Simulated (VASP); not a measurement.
Input of a VASP 6.6.1 run:

The input INCAR:

```
ALGO     = Fast           # electronic algorithm
EDIFF    = 1E-6           # SCF threshold, eV
ENCUT    = 520            # plane-wave cutoff, eV
GGA      = PE             # functional
ISIF     = 2              # what is computed and relaxed
ISMEAR   = 0              # smearing method
LASPH    = True           # aspherical terms in the spheres
LCHARG   = True           # write CHGCAR
LELF     = True           # ELF
LREAL    = False          # projectors in reciprocal space
LVHAR    = True         
LWAVE    = False          # write WAVECAR
NBANDS   = 14             # bands
NELM     = 100            # most SCF steps
PREC     = Accurate       # precision mode
SIGMA    = 0.1            # smearing width, eV
```

KPOINTS

```
k-points
0
Gamma
  7 6 15
```

POSCAR

```
Al
1.0
    5.2424799509      0.0000000000      0.0759724462
    0.0000000000      5.5744824025      0.0000000000
   -1.7143524796      0.0000000000      2.2635503194
Al
4
Direct
    0.0000000000      0.5000000000      0.0000000000
    0.5000000000      0.7500000000      0.0000000000
    0.0000000000      0.0000000000      0.0000000000
    0.5000000000      0.2500000000      0.0000000000
```

Potentials or basis: VASP PAW PBE potentials, release 64 (Al).

The run is started by

```bash
$ cat potpaw_PBE.64/Al/POTCAR > POTCAR
$ mpirun -np 1 vasp_std > vasp.out
```

**Question.** Predict the band gap on the k mesh.

**Answer.** Zero (band 6 reaches 9.40 eV, above the bottom of band 7 at 5.32 eV).

**Question.** Estimate the pressure.

**Answer.** -0.6 GPa.

Stress tensor (GPa, compression positive):
```
-3.31  0.00 -0.01
 0.00  1.66  0.00
-0.01  0.00 -0.05
```
